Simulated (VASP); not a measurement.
The system is SiC.

```
CELL_PARAMETERS angstrom
3.07536 0.00000 0.00000
-1.53768 2.66334 0.00000
0.00000 0.00000 5.19955
ATOMIC_POSITIONS crystal
Si 0.33333 0.66667 0.00061
Si 0.66667 0.33333 0.50061
C 0.33333 0.66667 0.37439
C 0.66667 0.33333 0.87439
```

This cell differs from its parent crystal: uniaxial z strain +3.0%.

Base run:

| Item | Value |
| --- | --- |
| Program | VASP 6.6.1 |
| Functional | r2SCAN |
| Potentials or basis | VASP PAW PBE potentials, release 64 (Si, C) |
| Cutoff | 520 eV |
| k mesh | 12 × 12 × 6 |
| Occupations | gaussian, width 0.01 eV |
| Spin | no spin polarisation |

Its results: band gap on the k mesh 2.51 eV (least direct gap 4.66 eV); pressure -6.3 GPa.

Problem. The run is repeated on the same cell with these changes: functional from r2SCAN to PBE; occupations from gaussian, width 0.01 eV to fermi-dirac, width 0.02 eV. What comes out?

Solution. Band gap on the k mesh 2.14 eV (least direct gap 4.15 eV); pressure -2.7 GPa.

Caveats: the stress differs along the axes, from -16 to -1 GPa (at least some runs); the PAW data sets were made with another functional, which shifts forces and pressure a little (at least some runs); the stress differs along the axes, from -12 to 2 GPa (at least some runs).

A k mesh can miss the band edges.
